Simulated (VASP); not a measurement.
Cl, 4 atoms in the cell. Symmetry: Cmce, No. 64, orthorhombic system. The conventional cell has a = 5.767 Å, b = 3.637 Å, c = 7.676 Å, α = 90.00°, β = 90.00°, γ = 90.00°. Cl (site symmetry m) has 3 Cl at 2.04 to 2.76 Å within 2.8 Å. 

```yaml
Program: VASP 6.6.1
Task: single point
Functional: PBEsol
Potentials_or_basis: VASP PAW PBE potentials, release 64 (Cl)
Cutoff: 520 eV
k_mesh: 10 × 10 × 4
Occupations: gaussian, width 0.02 eV
Spin: no spin polarisation
Dipole_correction: no
Further_INCAR_settings: ALGO = Normal; EDIFF = 1e-07; NBANDS = 22
```

Potentials or basis: VASP PAW PBE potentials, release 64 (Cl).

Launch:

```bash
$ cat potpaw_PBE.64/Cl/POTCAR > POTCAR
$ mpirun -np 1 vasp_std > vasp.out
```

Hardware: 1 thread of Intel(R) Xeon(R) 6975P-C (Granite Rapids) (shared host).

**Question.** Estimate the wall time of this run.

**Answer.** Run time: 66 s on 1 thread of Intel(R) Xeon(R) 6975P-C (Granite Rapids) (shared host), peak memory 0.26 GiB. Counts: scf iterations 13, k points 93.
